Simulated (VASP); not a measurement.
# Si7Ge (P-42m) in VASP: single point with PBEsol

Aim: the single point of Si7Ge with PBEsol.

Program: VASP 6.6.1. These are calculated values, not measurements. Logs are shortened: lines on timing, memory, paths and dates and some standing lists are left out, and cuts for length are marked.

## Step 1: The cell of the first run

It takes space group P-42m (No. 111, tetragonal). Conventional cell: a = 5.571 Å, b = 5.571 Å, c = 5.800 Å, α = 90.00°, β = 90.00°, γ = 90.00°. Within 3.2 Å of Si (site symmetry m) lie 3 Si at 2.44 Å and 1 Ge at 2.47 Å. Si (site symmetry 222) has 4 Si at 2.44 Å within 3.2 Å. Within 3.2 Å of Si (site symmetry -42m) lie 4 Si at 2.44 Å. Within 3.3 Å of Ge (site symmetry -42m) lie 4 Si at 2.47 Å.

## Step 2: Single point, PBEsol (22.50 Å³/atom)

INCAR

```
SYSTEM = Si7Ge
PREC = Accurate
ENCUT = 520
EDIFF = 1E-7
ISMEAR = 0
SIGMA = 0.03
LREAL = .FALSE.
LASPH = .TRUE.
NELM = 100
ALGO = Normal
ISIF = 2
LWAVE = .FALSE.
LCHARG = .FALSE.
GGA = PS
NBANDS = 31
```

KPOINTS

```
Automatic mesh
0
G
  8 8 8
  0 0 0
```

POSCAR

```
Si7Ge
1.0
    5.5714254737      0.0000000000      0.0000000000
    0.0000000000      5.5714254737      0.0000000000
    0.0000000000      0.0000000000      5.7998539182
Si Ge
7 1
Direct
    0.2525986838      0.2525986838      0.2525986838
    0.0000000000      0.5000000000      0.5000000000
    0.5000000000      0.5000000000      0.0000000000
    0.5000000000      0.0000000000      0.5000000000
    0.7474013162      0.2525986838      0.7474013162
    0.7474013162      0.7474013162      0.2525986838
    0.2525986838      0.7474013162      0.7474013162
    0.0000000000      0.0000000000      0.0000000000
```

Potentials or basis: VASP PAW PBE potentials, release 64 (Si, Ge_d).

Launch:

```
$ cat potpaw_PBE.64/Si/POTCAR potpaw_PBE.64/Ge_d/POTCAR > POTCAR
$ mpirun -np 1 vasp_std > vasp.out
```

OUTCAR:

```text
SYSTEM = Si7Ge
   PREC = Accurate
   ENCUT = 520
   EDIFF = 1E-7
   ISMEAR = 0
   LREAL = .FALSE.
   LASPH = .TRUE.
   NELM = 100
   ISIF = 2
   GGA = PS

 ion  position               nearest neighbor table
   1  0.253  0.253  0.253-   2 2.44   4 2.44   3 2.44   8 2.47
   2  0.000  0.500  0.500-   1 2.44   5 2.44   6 2.44   7 2.44
   3  0.500  0.500  0.000-   1 2.44   5 2.44   6 2.44   7 2.44
   4  0.500  0.000  0.500-   1 2.44   5 2.44   6 2.44   7 2.44
   5  0.747  0.253  0.747-   2 2.44   4 2.44   3 2.44   8 2.47
   6  0.747  0.747  0.253-   2 2.44   4 2.44   3 2.44   8 2.47
   7  0.253  0.747  0.747-   2 2.44   4 2.44   3 2.44   8 2.47
   8  0.000  0.000  0.000-   1 2.47   5 2.47   6 2.47   7 2.47

  LATTYP: Found a simple tetragonal cell.
 ALAT       =     5.5714254737
 C/A-ratio  =     1.0410000000

  Lattice vectors:

 A1 = (   5.5714254737,   0.0000000000,   0.0000000000)
 A2 = (   0.0000000000,   5.5714254737,   0.0000000000)
 A3 = (   0.0000000000,   0.0000000000,   5.7998539182)

Analysis of symmetry for initial positions (statically):
=====================================================================
 Subroutine PRICEL returns:
 Original cell was already a primitive cell.

 Routine SETGRP: Setting up the symmetry group for a
 simple tetragonal supercell.

 Subroutine GETGRP returns: Found  8 space group operations
 (whereof  8 operations were pure point group operations)
 out of a pool of 16 trial point group operations.

The static configuration has the point symmetry D_2d.

Analysis of symmetry for dynamics (positions and initial velocities):
=====================================================================
 Subroutine PRICEL returns:
 Original cell was already a primitive cell.

 Routine SETGRP: Setting up the symmetry group for a
 simple tetragonal supercell.

 Subroutine GETGRP returns: Found  8 space group operations
 (whereof  8 operations were pure point group operations)
 out of a pool of 16 trial point group operations.

The dynamic configuration has the point symmetry D_2d.

 Subroutine INISYM returns: Found  8 space group operations
 (whereof  8 operations are pure point group operations),
 and found     1 'primitive' translations

----------------------------------------------------------------------------------------

                                     Primitive cell

  volume of cell :     180.0320

  direct lattice vectors                    reciprocal lattice vectors
     5.571425474  0.000000000  0.000000000     0.179487279  0.000000000  0.000000000
     0.000000000  5.571425474  0.000000000     0.000000000  0.179487279  0.000000000
     0.000000000  0.000000000  5.799853918     0.000000000  0.000000000  0.172418136

  length of vectors
     5.571425474  5.571425474  5.799853918     0.179487279  0.179487279  0.172418136

  position of ions in fractional coordinates (direct lattice)
     0.252598684  0.252598684  0.252598684
     0.000000000  0.500000000  0.500000000
     0.500000000  0.500000000  0.000000000
     0.500000000  0.000000000  0.500000000
     0.747401316  0.252598684  0.747401316
     0.747401316  0.747401316  0.252598684
     0.252598684  0.747401316  0.747401316
     0.000000000  0.000000000  0.000000000

  ion indices of the primitive-cell ions
   primitive index   ion index
                 1           1
                 2           2
                 3           3
                 4           4
                 5           5
                 6           6
                 7           7
                 8           8

----------------------------------------------------------------------------------------

 KPOINTS: Automatic mesh

Automatic generation of k-mesh.
 Grid dimensions read from file:
 generate k-points for:    8    8    8

 Generating k-lattice:

  Cartesian coordinates                     Fractional coordinates (reciprocal lattice)
     0.022435910  0.000000000  0.000000000     0.125000000  0.000000000  0.000000000
     0.000000000  0.022435910  0.000000000     0.000000000  0.125000000  0.000000000
     0.000000000  0.000000000  0.021552267     0.000000000  0.000000000  0.125000000

  Length of vectors
     0.022435910  0.022435910  0.021552267

  Shift w.r.t. Gamma in fractional coordinates (k-lattice)
     0.000000000  0.000000000  0.000000000

 Subroutine IBZKPT returns following result:
 ===========================================

 Found     75 irreducible k-points:

 Following reciprocal coordinates:
            Coordinates               Weight
  0.000000  0.000000  0.000000      1.000000
  0.125000  0.000000  0.000000      4.000000
  0.250000  0.000000  0.000000      4.000000
  0.375000  0.000000  0.000000      4.000000
  0.500000  0.000000  0.000000      2.000000
  0.125000  0.125000  0.000000      4.000000
[... 16 lines left out ...]
  0.375000  0.125000  0.125000     16.000000
  0.500000  0.125000  0.125000      8.000000
 [... further k-points ...]
   k-points           NKPTS =     75   k-points in BZ     NKDIM =     75   number of bands    NBANDS=     31
   number of dos      NEDOS =    301   number of ions     NIONS =      8
   total plane-waves  NPLWV =  84672
   dimension x,y,z NGX =    42 NGY =   42 NGZ =   48
   dimension x,y,z NGXF=    84 NGYF=   84 NGZF=   96
   ions per type =               7   1
   NGX,Y,Z   is equivalent  to a cutoff of  12.53, 12.53, 13.76 a.u.
   NGXF,Y,Z  is equivalent  to a cutoff of  25.06, 25.06, 27.52 a.u.
 SYSTEM =  Si7Ge
   PREC   = accura    normal or accurate (medium, high low for compatibility)
   ISTART =      0    job   : 0-new  1-cont  2-samecut
   ICHARG =      2    charge: 1-file 2-atom 10-const
   ISPIN  =      1    spin polarized calculation?
   LNONCOLLINEAR =      F non collinear calculations
   LSORBIT =      F    spin-orbit coupling
   LASPH  =      T    aspherical Exc in radial PAW
   ENCUT  =  520.0 eV  38.22 Ry    6.18 a.u.  10.36 10.36 10.78*2*pi/ulx,y,z
   NELM   =    100;   NELMIN=  2; NELMDL= -5     # of ELM steps
   EDIFF  = 0.1E-06   stopping-criterion for ELM
   LREAL  =      F    real-space projection
   EDIFFG = 0.1E-05   stopping-criterion for IOM
   NSW    =      0    number of steps for IOM
   IBRION =     -1    ionic relax: 0-MD 1-quasi-New 2-CG
   NFREE  =      0    steps in history (QN), initial steepest desc. (CG)
   ISIF   =      2    stress and relaxation
   ISYM   =      2    0-nonsym 1-usesym 2-fastsym
   POTIM  = 0.5000    time-step for ionic-motion
   TEBEG  =    0.0;   TEEND  =   0.0 temperature during run
   PSTRESS=    0.0 pullay stress
   NELECT =      42.0000    total number of electrons
   NUPDOWN=      -1.0000    fix difference up-down
   EMIN   =  10.00;   EMAX   =-10.00  energy-range for DOS
   EFERMI =   0.00;   METHOD = LEGACY
   ISMEAR =     0;   SIGMA  =   0.03  broadening in eV -4-tet -1-fermi 0-gaus
   EFERMI_NEDOS =   21; number of points for ismear=-14 and -15
   IALGO  =     38    algorithm
   IMIX   =      4    mixing-type and parameters
     AMIX     =   0.40;   BMIX     =  1.00
     AMIX_MAG =   1.60;   BMIX_MAG =  1.00
  volume/ion in A,a.u.               =      22.50       151.86
  Fermi-wavevector in a.u.,A,eV,Ry     =   1.007801  1.904467 13.818926  1.015662
  Thomas-Fermi vector in A             =   2.140628
   LORBIT       =      0    0 simple, 1 ext, 2 COOP (PROOUT), +10 PAW based schemes
   GGA     = PS    functional components
   LHFCALC =     F    Hartree Fock is set to
   AEXX    =    0.0000 exact exchange contribution
   IVDW    =     0    specifies the selected vdW correction
   LEPSILON=     F    determine dielectric tensor
   LRPA    =     F    only Hartree local field effects (RPA)
 non-spin polarized calculation
 Gauss-broadening in eV      SIGMA  =   0.03
  energy-cutoff  :      520.00
  volume of cell :      180.03
 maximum number of plane-waves:      4876
 NGX is ok and might be reduce to    42
   NGX = 21   NGY = 21   NGZ = 21

 number of electron      42.0000003 magnetization

 Free energy of the ion-electron system (eV)
  ---------------------------------------------------
  ext. energy  EPLUGINS =         0.00000000
  ---------------------------------------------------
  free energy    TOTEN  =       -44.64513814 eV

  energy without entropy =      -44.64513814  energy(sigma->0) =      -44.64513814

 E-fermi :   4.9177     XC(G=0):  -9.2440

 val. band max:        4.7834977428   @ k =   0.0000   0.0000   0.0000
 cond. band min:       5.1117586509   @ k =   0.0000   0.0000   0.0000
 fundamental gap:      0.3282609081
 Fermi energy:         4.9176977185

 k-point     1 :       0.0000    0.0000    0.0000
  band No.  band energies     occupation
      1     -19.3898      2.00000
      2     -19.3879      2.00000
      3     -19.3879      2.00000
      4     -19.3721      2.00000
      5     -19.3675      2.00000
      6      -6.7402      2.00000
[... 23 lines left out ...]
     30       7.1261      0.00000
     31       7.2809      0.00000

 k-point     2 :       0.1250    0.0000    0.0000
  band No.  band energies     occupation
      1     -19.3898      2.00000
      2     -19.3879      2.00000
      3     -19.3879      2.00000
      4     -19.3720      2.00000
      5     -19.3675      2.00000
      6      -6.6770      2.00000
[... 23 lines left out ...]
     30       7.4102      0.00000
     31       7.6220      0.00000

 k-point     3 :       0.2500    0.0000    0.0000
  band No.  band energies     occupation
      1     -19.3899      2.00000
      2     -19.3879      2.00000
      3     -19.3879      2.00000
      4     -19.3720      2.00000
      5     -19.3675      2.00000
      6      -6.4884      2.00000
[... 703 lines left out ...]
     30       9.1382      0.00000
     31       9.3323      0.00000

 k-point    24 :       0.5000    0.1250    0.1250
  band No.  band energies     occupation
      1     -19.3899      2.00000
      2     -19.3880      2.00000
      3     -19.3879      2.00000
      4     -19.3720      2.00000
      5     -19.3675      2.00000
      6      -5.7254      2.00000
[... 23 lines left out ...]
     30       9.2397      0.00000
     31       9.3008      0.00000

 [... further k-points ...]

------------------------ aborting loop because EDIFF is reached ----------------------------------------

  FORCE on cell =-STRESS in cart. coord.  units (eV):
  Direction    XX          YY          ZZ          XY          YZ          ZX
  --------------------------------------------------------------------------------------
  -------------------------------------------------------------------------------------
  Total       -6.8037550     -6.8037550    -11.0527874      0.0000000      0.0000000      0.0000000
  in kB      -60.5493582    -60.5493582    -98.3632103      0.0000000      0.0000000      0.0000000
  external PRESSURE =     -73.1539755 kB  Pullay stress =       0.0000000 kB

 VOLUME and BASIS-vectors are now :
 -----------------------------------------------------------------------------
  energy-cutoff  :      520.00
  volume of cell :      180.03
      direct lattice vectors                 reciprocal lattice vectors
     5.571425474  0.000000000  0.000000000     0.179487279  0.000000000  0.000000000
     0.000000000  5.571425474  0.000000000     0.000000000  0.179487279  0.000000000
     0.000000000  0.000000000  5.799853918     0.000000000  0.000000000  0.172418136

 POSITION                                       TOTAL-FORCE (eV/Angst)
 -----------------------------------------------------------------------------------
      1.40733      1.40733      1.46504         0.005624      0.005624     -0.001458
      0.00000      2.78571      2.89993         0.000000      0.000000      0.000000
      2.78571      2.78571      0.00000         0.000000      0.000000      0.000000
      2.78571      0.00000      2.89993         0.000000      0.000000      0.000000
      4.16409      1.40733      4.33482        -0.005624      0.005624      0.001458
      4.16409      4.16409      1.46504        -0.005624     -0.005624     -0.001458
      1.40733      4.16409      4.33482         0.005624     -0.005624      0.001458
      0.00000      0.00000      0.00000         0.000000     -0.000000      0.000000
 -----------------------------------------------------------------------------------
    total drift:                               -0.000000     -0.000000      0.000000

  FREE ENERGIE OF THE ION-ELECTRON SYSTEM (eV)
  ---------------------------------------------------
  free  energy   TOTEN  =       -44.6451381399 eV

  energy  without entropy=      -44.6451381399  energy(sigma->0) =      -44.64513814
```

Run time: 4 min. Hardware: 1 thread of Intel Xeon Platinum 8488C (Sapphire Rapids), shared host; peak memory 0.5 GiB.

What came out:

```
Free energy            : -44.6451 eV
Pressure               : -7.3 GPa
Largest force          : 0.008 eV/Å
Band gap on the k mesh : 0.33 eV
```

Forces on the atoms (eV/Å):
```
Si   0.006  0.006 -0.001
Si   0.000  0.000  0.000
Si   0.000  0.000  0.000
Si   0.000  0.000  0.000
Si  -0.006  0.006  0.001
Si  -0.006 -0.006 -0.001
Si   0.006 -0.006  0.001
Ge   0.000  0.000  0.000
```

Levels at points of the mesh, in eV from the valence-band top:
| k point | band 17 | band 18 | band 19 | band 20 | band 21 | band 22 | band 23 | band 24 | band 25 | band 26 |
| --- | --- | --- | --- | --- | --- | --- | --- | --- | --- | --- |
| (0.00, 0.00, 0.00) | -2.54 | -2.54 | -0.28 | 0.00 | 0.00 | 0.33 | 0.63 | 0.63 | 0.70 | 0.92 |
| (0.50, 0.00, 0.00) | -3.49 | -1.99 | -1.94 | -1.85 | -1.80 | 0.83 | 0.99 | 2.84 | 2.85 | 4.12 |
| (0.50, 0.50, 0.00) | -3.63 | -1.26 | -1.16 | -1.07 | -1.07 | 2.29 | 2.29 | 2.30 | 2.56 | 4.30 |
| (0.00, 0.00, 0.50) | -3.56 | -1.74 | -1.74 | -1.61 | -1.61 | 1.13 | 1.30 | 2.82 | 2.85 | 3.77 |
| (0.50, 0.00, 0.50) | -3.43 | -1.55 | -1.44 | -1.37 | -1.36 | 1.94 | 1.95 | 1.97 | 2.20 | 4.21 |
| (0.50, 0.50, 0.50) | -1.29 | -1.15 | -1.10 | -0.96 | -0.96 | 0.51 | 0.88 | 0.94 | 0.94 | 3.04 |

Caveat: the cell stands under tension; the PAW data sets were made with another functional, which shifts forces and pressure a little.
